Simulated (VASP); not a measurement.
Ti, 1 atom in the cell. Symmetry: Fm-3m, No. 225, cubic system. Conventional cell: a = 4.216 Å, b = 4.216 Å, c = 4.216 Å, α = 90.00°, β = 90.00°, γ = 90.00°. Ti (site symmetry m-3m) has 12 Ti at 2.98 Å within 3.9 Å. This isn't the form of Ti at room conditions, which is hcp.

* Program: VASP 6.6.1
* Task: single point
* Functional: r2SCAN
* Potentials or basis: VASP PAW PBE potentials, release 64 (Ti_sv)
* Cutoff: 520 eV
* k mesh: 15 × 15 × 15
* Occupations: fermi-dirac, width 0.05 eV
* Spin: collinear spin
* Starting moments: [1.0] μB
* Dipole correction: no
* Further INCAR settings: ALGO = Normal; EDIFF = 1e-06; NBANDS = 16

Potentials or basis: VASP PAW PBE potentials, release 64 (Ti_sv).

Launch:

```console
$ cat potpaw_PBE.64/Ti_sv/POTCAR > POTCAR
$ cp INCAR.step1 INCAR
$ mpirun -np 1 vasp_std > vasp.out
$ cp INCAR.step2 INCAR
$ mpirun -np 1 vasp_std > vasp.out
```

Hardware: 1 thread of Intel(R) Xeon(R) 6975P-C (Granite Rapids) (shared host).

Task: Estimate the wall time of this run.

Result: It took 91 s on 1 thread of Intel(R) Xeon(R) 6975P-C (Granite Rapids), on a shared host, peak memory 0.19 GiB. Counts: k points 120.
